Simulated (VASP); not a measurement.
# Ga2SnSe4 (I-4m2) in VASP: single point with PBE

Aim: the single point of Ga2SnSe4 with PBE.

Everything below comes from runs of VASP 6.6.1. Logs are shortened: lines on timing, memory, paths and dates and some standing lists are left out, and cuts for length are marked.

## (1) The cell of the first run

It takes space group I-4m2 (No. 119, tetragonal). Conventional cell: a = 5.726 Å, b = 5.726 Å, c = 10.608 Å, α = 90.00°, β = 90.00°, γ = 90.00°. Within 3.3 Å of Ga (site symmetry -4m2) lie 6 Se at 2.47 to 2.87 Å. Ga (site symmetry -4m2) has 6 Se at 2.48 to 2.87 Å within 3.3 Å. Sn (site symmetry -4m2) has 6 Se at 2.83 to 2.87 Å within 3.7 Å. Within 3.3 Å of Se (site symmetry 2mm) lie 3 Ga at 2.47 to 2.87 Å and 1 Sn at 2.83 Å. Within 3.3 Å of Se (site symmetry 2mm) lie 3 Ga at 2.48 to 2.87 Å and 2 Sn at 2.87 Å.

The cell was built from a structure type or drawn by symmetry, and may not be a known phase.

## (2) Single point, PBE

INCAR

```
SYSTEM = Ga2SnSe4
  PREC = Accurate
  ENCUT = 500
  EDIFF = 1E-6
  ISMEAR = 0
  SIGMA = 0.15
  LREAL = .False.
  LASPH = .True.
  NELM = 120
  ALGO = Normal
  ISIF = 2
  LWAVE = .False.
  LCHARG = .True.
  GGA = PE
  LELF = .True.
  LVHAR = .True.
  NBANDS = 41
  GGA_COMPAT = .False.
```

KPOINTS

```
regular mesh
0
Gamma
  3 3 3
  0 0 0
```

POSCAR

```
Ga2SnSe4
1.0
   -2.8627949883      2.8627949883      5.3041506792
    2.8627949883     -2.8627949883      5.3041506792
    2.8627949883      2.8627949883     -5.3041506792
Ga Sn Se
2 1 4
Direct
    0.2500000000      0.7500000000      0.5000000000
    0.0000000000      0.0000000000      0.0000000000
    0.7500000000      0.2500000000      0.5000000000
    0.4831268337     -0.0168731663      0.5000000000
    1.0168731663      0.5168731663      0.5000000000
    0.7659538430      0.7659538430      0.0000000000
    0.2340461570      0.2340461570      0.0000000000
```

Potentials or basis: VASP PAW PBE potentials, release 64 (Ga_d, Sn_d, Se).

On the command line:

```sh
cat potpaw_PBE.64/Ga_d/POTCAR potpaw_PBE.64/Sn_d/POTCAR potpaw_PBE.64/Se/POTCAR > POTCAR
mpirun -np 1 vasp_std > vasp.out
```

OUTCAR:

```text
SYSTEM = Ga2SnSe4
   PREC = Accurate
   ENCUT = 500
   EDIFF = 1E-6
   ISMEAR = 0
   LREAL = .False.
   LASPH = .True.
   NELM = 120
   ISIF = 2
   GGA = PE

 ion  position               nearest neighbor table
   1  0.250  0.750  0.500-   4 2.47   5 2.47
   2  0.000  0.000  0.000-   6 2.48   7 2.48
   3  0.750  0.250  0.500-   4 2.83   5 2.83   6 2.87   7 2.87   6 2.87   7 2.87
   4  0.483  0.983  0.500-   1 2.47   3 2.83
   5  0.017  0.517  0.500-   1 2.47   3 2.83
   6  0.766  0.766  0.000-   2 2.48   3 2.87   3 2.87
   7  0.234  0.234  0.000-   2 2.48   3 2.87   3 2.87

  LATTYP: Found a body centered tetragonal cell.
 ALAT       =     5.7255899766
 C/A-ratio  =     1.8527874685

  Lattice vectors:

 A1 = (  -2.8627949883,   2.8627949883,   5.3041506792)
 A2 = (   2.8627949883,  -2.8627949883,   5.3041506792)
 A3 = (   2.8627949883,   2.8627949883,  -5.3041506792)

Analysis of symmetry for initial positions (statically):
=====================================================================
 Subroutine PRICEL returns:
 Original cell was already a primitive cell.

 Routine SETGRP: Setting up the symmetry group for a
 body centered tetragonal supercell.

 Subroutine GETGRP returns: Found  8 space group operations
 (whereof  8 operations were pure point group operations)
 out of a pool of 16 trial point group operations.

The static configuration has the point symmetry D_2d.

Analysis of symmetry for dynamics (positions and initial velocities):
=====================================================================
 Subroutine PRICEL returns:
 Original cell was already a primitive cell.

 Routine SETGRP: Setting up the symmetry group for a
 body centered tetragonal supercell.

 Subroutine GETGRP returns: Found  8 space group operations
 (whereof  8 operations were pure point group operations)
 out of a pool of 16 trial point group operations.

The dynamic configuration has the point symmetry D_2d.

 Subroutine INISYM returns: Found  8 space group operations
 (whereof  8 operations are pure point group operations),
 and found     1 'primitive' translations

----------------------------------------------------------------------------------------

                                     Primitive cell

  volume of cell :     173.8827

  direct lattice vectors                    reciprocal lattice vectors
    -2.862794988  2.862794988  5.304150679     0.000000000  0.174654490  0.094265799
     2.862794988 -2.862794988  5.304150679     0.174654490  0.000000000  0.094265799
     2.862794988  2.862794988 -5.304150679     0.174654490  0.174654490  0.000000000

  length of vectors
     6.672720938  6.672720938  6.672720938     0.198469725  0.198469725  0.246998749

  position of ions in fractional coordinates (direct lattice)
     0.250000000  0.750000000  0.500000000
     0.000000000  0.000000000  0.000000000
     0.750000000  0.250000000  0.500000000
     0.483126834  0.983126834  0.500000000
     0.016873166  0.516873166  0.500000000
     0.765953843  0.765953843  0.000000000
     0.234046157  0.234046157  0.000000000

  ion indices of the primitive-cell ions
   primitive index   ion index
                 1           1
                 2           2
                 3           3
                 4           4
                 5           5
                 6           6
                 7           7

----------------------------------------------------------------------------------------

 KPOINTS: regular mesh

Automatic generation of k-mesh.
 Grid dimensions read from file:
 generate k-points for:    3    3    3

 Generating k-lattice:

  Cartesian coordinates                     Fractional coordinates (reciprocal lattice)
     0.000000000  0.058218163  0.031421933     0.333333333  0.000000000  0.000000000
     0.058218163  0.000000000  0.031421933     0.000000000  0.333333333  0.000000000
     0.058218163  0.058218163  0.000000000     0.000000000  0.000000000  0.333333333

  Length of vectors
     0.066156575  0.066156575  0.082332916

  Shift w.r.t. Gamma in fractional coordinates (k-lattice)
     0.000000000  0.000000000  0.000000000

 Subroutine IBZKPT returns following result:
 ===========================================

 Found      6 irreducible k-points:

 Following reciprocal coordinates:
            Coordinates               Weight
  0.000000  0.000000  0.000000      1.000000
  0.333333  0.000000  0.000000      8.000000
  0.333333  0.333333  0.000000      8.000000
 -0.333333  0.333333  0.000000      4.000000
 -0.333333  0.333333  0.333333      4.000000
 -0.333333 -0.333333  0.333333      2.000000
   k-points           NKPTS =      6   k-points in BZ     NKDIM =      6   number of bands    NBANDS=     41
   number of dos      NEDOS =    301   number of ions     NIONS =      7
   total plane-waves  NPLWV = 125000
   dimension x,y,z NGX =    50 NGY =   50 NGZ =   50
   dimension x,y,z NGXF=   100 NGYF=  100 NGZF=  100
   ions per type =               2   1   4
   NGX,Y,Z   is equivalent  to a cutoff of  12.46, 12.46, 12.46 a.u.
   NGXF,Y,Z  is equivalent  to a cutoff of  24.91, 24.91, 24.91 a.u.
 SYSTEM =  Ga2SnSe4
   PREC   = accura    normal or accurate (medium, high low for compatibility)
   ISTART =      0    job   : 0-new  1-cont  2-samecut
   ICHARG =      2    charge: 1-file 2-atom 10-const
   ISPIN  =      1    spin polarized calculation?
   LNONCOLLINEAR =      F non collinear calculations
   LSORBIT =      F    spin-orbit coupling
   LASPH  =      T    aspherical Exc in radial PAW
   ENCUT  =  500.0 eV  36.75 Ry    6.06 a.u.  12.17 12.17 12.17*2*pi/ulx,y,z
   NELM   =    120;   NELMIN=  2; NELMDL= -5     # of ELM steps
   EDIFF  = 0.1E-05   stopping-criterion for ELM
   LREAL  =      F    real-space projection
   EDIFFG = 0.1E-04   stopping-criterion for IOM
   NSW    =      0    number of steps for IOM
   IBRION =     -1    ionic relax: 0-MD 1-quasi-New 2-CG
   NFREE  =      0    steps in history (QN), initial steepest desc. (CG)
   ISIF   =      2    stress and relaxation
   ISYM   =      2    0-nonsym 1-usesym 2-fastsym
   POTIM  = 0.5000    time-step for ionic-motion
   TEBEG  =    0.0;   TEEND  =   0.0 temperature during run
   PSTRESS=    0.0 pullay stress
   NELECT =      64.0000    total number of electrons
   NUPDOWN=      -1.0000    fix difference up-down
   EMIN   =  10.00;   EMAX   =-10.00  energy-range for DOS
   EFERMI =   0.00;   METHOD = LEGACY
   ISMEAR =     0;   SIGMA  =   0.15  broadening in eV -4-tet -1-fermi 0-gaus
   EFERMI_NEDOS =   21; number of points for ismear=-14 and -15
   IALGO  =     38    algorithm
   IMIX   =      4    mixing-type and parameters
     AMIX     =   0.40;   BMIX     =  1.00
     AMIX_MAG =   1.60;   BMIX_MAG =  1.00
  volume/ion in A,a.u.               =      24.84       167.63
  Fermi-wavevector in a.u.,A,eV,Ry     =   1.173229  2.217081 18.727954  1.376466
  Thomas-Fermi vector in A             =   2.309645
   LORBIT       =      0    0 simple, 1 ext, 2 COOP (PROOUT), +10 PAW based schemes
   GGA     = PE    functional components
   LHFCALC =     F    Hartree Fock is set to
   AEXX    =    0.0000 exact exchange contribution
   IVDW    =     0    specifies the selected vdW correction
   LEPSILON=     F    determine dielectric tensor
   LRPA    =     F    only Hartree local field effects (RPA)
 non-spin polarized calculation
 Gauss-broadening in eV      SIGMA  =   0.15
  energy-cutoff  :      500.00
  volume of cell :      173.88
 maximum number of plane-waves:      4433
 NGX is ok and might be reduce to    50
   NGX = 25   NGY = 25   NGZ = 25

 number of electron      64.0000004 magnetization

 Free energy of the ion-electron system (eV)
  ---------------------------------------------------
  ext. energy  EPLUGINS =         0.00000000
  ---------------------------------------------------
  free energy    TOTEN  =       -25.79424479 eV

  energy without entropy =      -25.77080333  energy(sigma->0) =      -25.78252406

 E-fermi :   3.8340     XC(G=0):  -9.5034

 val. band max:        3.7457544149   @ k =   0.3333   0.3333   0.0000
 cond. band min:       4.1544896519   @ k =   0.3333   0.0000   0.0000
 fundamental gap:      0.4087352370
 Fermi energy:         3.8339929538

 k-point     1 :       0.0000    0.0000    0.0000
  band No.  band energies     occupation
      1     -17.5885      2.00000
      2     -17.5700      2.00000
      3     -17.5430      2.00000
      4     -17.5430      2.00000
      5     -17.5341      2.00000
      6     -11.4041      2.00000
[... 33 lines left out ...]
     40      10.2523      0.00000
     41      10.2563      0.00000

 k-point     2 :       0.3333    0.0000    0.0000
  band No.  band energies     occupation
      1     -17.5877      2.00000
      2     -17.5668      2.00000
      3     -17.5433      2.00000
      4     -17.5430      2.00000
      5     -17.5344      2.00000
      6     -11.3939      2.00000
[... 33 lines left out ...]
     40       9.3095      0.00000
     41       9.4749      0.00000

 k-point     3 :       0.3333    0.3333    0.0000
  band No.  band energies     occupation
      1     -17.5865      2.00000
      2     -17.5640      2.00000
      3     -17.5433      2.00000
      4     -17.5433      2.00000
      5     -17.5347      2.00000
      6     -11.3717      2.00000
[... 33 lines left out ...]
     40       8.7115      0.00000
     41       9.1906      0.00000

 k-point     4 :      -0.3333    0.3333    0.0000
  band No.  band energies     occupation
      1     -17.5865      2.00000
      2     -17.5639      2.00000
      3     -17.5434      2.00000
      4     -17.5433      2.00000
      5     -17.5347      2.00000
      6     -11.3730      2.00000
[... 33 lines left out ...]
     40       8.2780      0.00000
     41       8.8900      0.00000

 k-point     5 :      -0.3333    0.3333    0.3333
  band No.  band energies     occupation
      1     -17.5877      2.00000
      2     -17.5669      2.00000
      3     -17.5433      2.00000
      4     -17.5430      2.00000
      5     -17.5344      2.00000
      6     -11.3908      2.00000
[... 33 lines left out ...]
     40       9.4411      0.00000
     41       9.8023      0.00000

 k-point     6 :      -0.3333   -0.3333    0.3333
  band No.  band energies     occupation
      1     -17.5886      2.00000
      2     -17.5701      2.00000
      3     -17.5430      2.00000
      4     -17.5430      2.00000
      5     -17.5341      2.00000
      6     -11.4078      2.00000
[... 33 lines left out ...]
     40       9.6628      0.00000
     41       9.6631      0.00000

------------------------ aborting loop because EDIFF is reached ----------------------------------------

  FORCE on cell =-STRESS in cart. coord.  units (eV):
  Direction    XX          YY          ZZ          XY          YZ          ZX
  --------------------------------------------------------------------------------------
  -------------------------------------------------------------------------------------
  Total       -0.0054219     -0.0054219      0.3056463      0.0000000      0.0000000      0.0000000
  in kB       -0.0499578     -0.0499578      2.8162641      0.0000000      0.0000000      0.0000000
  external PRESSURE =       0.9054495 kB  Pullay stress =       0.0000000 kB

 VOLUME and BASIS-vectors are now :
 -----------------------------------------------------------------------------
  energy-cutoff  :      500.00
  volume of cell :      173.88
      direct lattice vectors                 reciprocal lattice vectors
    -2.862794988  2.862794988  5.304150679     0.000000000  0.174654490  0.094265799
     2.862794988 -2.862794988  5.304150679     0.174654490  0.000000000  0.094265799
     2.862794988  2.862794988 -5.304150679     0.174654490  0.174654490  0.000000000

 POSITION                                       TOTAL-FORCE (eV/Angst)
 -----------------------------------------------------------------------------------
      2.86279     -0.00000      2.65208         0.000000     -0.000000      0.000000
      0.00000      0.00000      0.00000         0.000000     -0.000000      0.000000
     -0.00000      2.86279      2.65208         0.000000     -0.000000      0.000000
      2.86279     -0.00000      5.12516         0.000000     -0.000000      0.008475
      2.86279      0.00000      0.17900         0.000000     -0.000000     -0.008475
      0.00000      0.00000      8.12547        -0.000000      0.000000     -0.015756
      0.00000      0.00000      2.48283        -0.000000      0.000000      0.015756
 -----------------------------------------------------------------------------------
    total drift:                               -0.000000      0.000000     -0.000000

  FREE ENERGIE OF THE ION-ELECTRON SYSTEM (eV)
  ---------------------------------------------------
  free  energy   TOTEN  =       -25.7942447864 eV

  energy  without entropy=      -25.7708033345  energy(sigma->0) =      -25.78252406
```

It took 4.1 min on 1 thread of Intel Xeon 8259CL, shared host; peak memory 0.35 GiB.

Results:

```
Free energy            : -25.7942 eV
Pressure               : 0.1 GPa
Largest force          : 0.016 eV/Å
Band gap on the k mesh : zero (bands 32 and 33 overlap by 0.39 eV)
```

Forces in eV/Å, atoms in the order of the input:
```
Ga   0.000  0.000  0.000
Ga   0.000  0.000  0.000
Sn   0.000  0.000  0.000
Se   0.000  0.000  0.008
Se   0.000  0.000 -0.008
Se   0.000  0.000 -0.016
Se   0.000  0.000  0.016
```

Stress tensor (GPa, compression positive):
```
0.00 0.00 0.00
0.00 0.00 0.00
0.00 0.00 0.28
```

Caveat: the k points lie up to 0.42 Å⁻¹ apart; spin-orbit coupling is left out, which moves the levels of the heavy elements.
